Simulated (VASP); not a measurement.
A run of VASP 6.6.1 is set up as follows.

INCAR

```
SYSTEM = Mg
ALGO = Fast ; EDIFF = 1E-6
ENCUT = 520 ; ISIF = 2
ISMEAR = 0 ; LASPH = .TRUE.
LCHARG = .FALSE. ; LREAL = .FALSE.
LWAVE = .FALSE. ; NBANDS = 7
NELM = 100 ; PREC = Accurate
SIGMA = 0.15
```

KPOINTS

```
k-points
0
G
  18 18 16
  0 0 0
```

POSCAR

```
Mg
1.0
    2.9587908065      0.0000000000      0.0000000000
   -1.4793954033      2.5623880029      0.0000000000
    0.0000000000      0.0000000000      3.0905101335
Mg
1
Direct
    0.0000000000      0.0000000000      0.0000000000
```

Potentials or basis: VASP PAW LDA potentials, release 64 (Mg).

Command:

```console
$ cat potpaw_LDA.64/Mg/POTCAR > POTCAR
$ mpirun -np 1 vasp_std > vasp.out
```

**Question.** Predict the pressure.

**Answer.** 1.2 GPa.

**Question.** Predict the band gap on the k mesh.

**Answer.** Zero (bands 1 and 2 overlap by 5.46 eV).

Stress tensor (GPa, compression positive):
```
 2.45  0.00  0.00
 0.00  2.45  0.00
 0.00  0.00 -1.39
```

Caveat: the cell differs from its parent crystal (strain -0.030 along x and y, +0.015 along z).
